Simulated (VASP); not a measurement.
A run of VASP 6.6.1 is set up as follows.

Contents of INCAR:

```
ALGO = Normal ; EDIFF = 1E-7
EDIFFG = -0.005 ; ENCUT = 600
GGA = PE ; IBRION = 2
ISIF = 3 ; ISMEAR = -1
LASPH = True ; LCHARG = False
LREAL = False ; LWAVE = False
NELM = 60 ; NSW = 60
PREC = Accurate ; PSTRESS = 120.0
SIGMA = 0.1
```

KPOINTS

```
k-points
0
Gamma
  13 13 12
```

The input POSCAR:

```
Sr
1.0
    3.4816189280      0.0000000000      0.0000000000
   -1.7408094640      3.0151704379      0.0000000000
    0.0000000000      0.0000000000      3.2727217923
Sr
1
Direct
    0.0000000000      0.0000000000      0.0000000000
```

Potentials or basis: VASP PAW PBE potentials, release 64 (Sr_sv).

Command:

```console
$ cat potpaw_PBE.64/Sr_sv/POTCAR > POTCAR
$ mpirun -np 1 vasp_std > vasp.out
```

(1) What does it give for the relaxed volume?

(2) What does it give for the band gap on the k mesh?

(3) Predict the space group after relaxing (to 0.05 Å).

(4) Estimate the relaxed cell.

## Answers

(1) 32.62 Å³/atom.

(2) zero (band 5 reaches 4.12 eV, above the bottom of band 6 at 3.41 eV).

(3) P6/mmm (No. 191).

(4) a = 3.457 Å, b = 3.457 Å, c = 3.153 Å, α = 90.00°, β = 90.00°, γ = 120.00°.

Caveat: the cell is relaxed towards a set pressure, so the enthalpy falls and the energy may rise.
